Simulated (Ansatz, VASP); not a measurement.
## Two plane-wave programs on Ag

```
Ag
1.0
     0.00000    2.00075    2.00075
     2.00075    0.00000    2.00075
     2.00075    2.00075    0.00000
Ag
1
Direct
  0.00000 0.00000 0.00000
```

Alike in both runs: functional LDA; k mesh 20 × 20 × 20; occupations fermi-dirac, width 0.15 eV; no spin polarisation.

Ansatz relaxed the structure, and its values are those at the end. VASP's run is a single point on that final structure, the one shown.

```csv
,VASP,Ansatz
version,VASP 6.6.1,Ansatz 0.2.0
potentials or method,"VASP PAW LDA potentials, release 64 (Ag), cutoff 520 eV","scalar-relativistic, plane waves, PAW"
valence electrons in the cell,11,19
```

Ansatz gave:

- gap on the k mesh at the Fermi level (eV): none
- pressure (GPa): 0.0

Task: What did VASP give for the same quantities?

Result: gap on the k mesh at the Fermi level (eV): none; pressure (GPa): 0.1.

LDA's correlation is that of Perdew and Zunger in VASP and of Perdew and Wang (1992) in Ansatz. A gap of «none» marks a metal or a gap that the smearing closes. VASP's potentials hold 11 valence electrons a cell and Ansatz's 19, so a difference there can come from the potentials and not from the codes.
